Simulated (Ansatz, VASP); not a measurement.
**Two plane-wave programs on AlW**

File INCAR:

```
PREC = Accurate ; ENCUT = 600
EDIFF = 1E-6 ; ISMEAR = 0
SIGMA = 0.1 ; LREAL = False
LASPH = True ; NELM = 100
ALGO = Fast ; ISIF = 3
LWAVE = False ; LCHARG = False
GGA = PE ; IBRION = 2
NSW = 100 ; EDIFFG = -0.01
```

Contents of KPOINTS:

```
Automatic mesh
0
Gamma
  24 24 24
```

The input POSCAR:

```
AlW
1.0
    1.4222024695      0.8211089786      4.5037242205
   -1.4222024695      0.8211089786      4.5037242205
    0.0000000000     -1.6422179572      4.5037242205
Al W
1 1
Direct
    0.0000000000      0.0000000000      0.0000000000
    0.5000000000      0.5000000000      0.5000000000
```

Input for Ansatz:

```yaml
crystal:
  lattice:
    - [1.4222024695, 0.8211089786, 4.5037242205]
    - [-1.4222024695, 0.8211089786, 4.5037242205]
    - [0.0, -1.6422179572, 4.5037242205]
  atoms:
    - { symbol: Al, position: [0.0, 0.0, 0.0] }
    - { symbol: W, position: [0.5, 0.5, 0.5] }
basis:
  ecutwfc: 420
kpoints:
  mp_grid: { grid: [24, 24, 24] }
hamiltonian:
  xc: pbe
scf:
  occupations: { method: gaussian, width: 0.1 }
output:
  forces: true
  stress: true
  eigenvalues: true
relax:
  adjacent_minimum: "off"
  f_tol: 0.01
  max_steps: 80
  cell: { stress_tol: 0.05 }
```

Alike in both runs: task relaxation of cell and atoms; functional PBE; k mesh 24 × 24 × 24; occupations gaussian, width 0.1 eV; no spin polarisation.

|  | VASP | Ansatz |
| --- | --- | --- |
| version | VASP 6.6.1 | Ansatz 0.2.0 |
| potentials or method | VASP PAW PBE potentials, release 64 (Al, W_sv), cutoff 600 eV | scalar-relativistic, plane waves, PAW |
| valence electrons in the cell | 17 | 17 |

```tsv
	VASP	Ansatz	Ansatz less VASP
gap on the k mesh at the Fermi level, each at its own relaxed structure (eV)	none	none	-
relaxed volume (Å³/atom)	15.77	15.76	-0.011
relaxed length of the cell vector where the two differ most in proportion (Å)	4.819	4.819	-0.0001
```

A gap of «none» marks a metal or a gap that the smearing closes.

Neither program's run includes spin-orbit coupling.
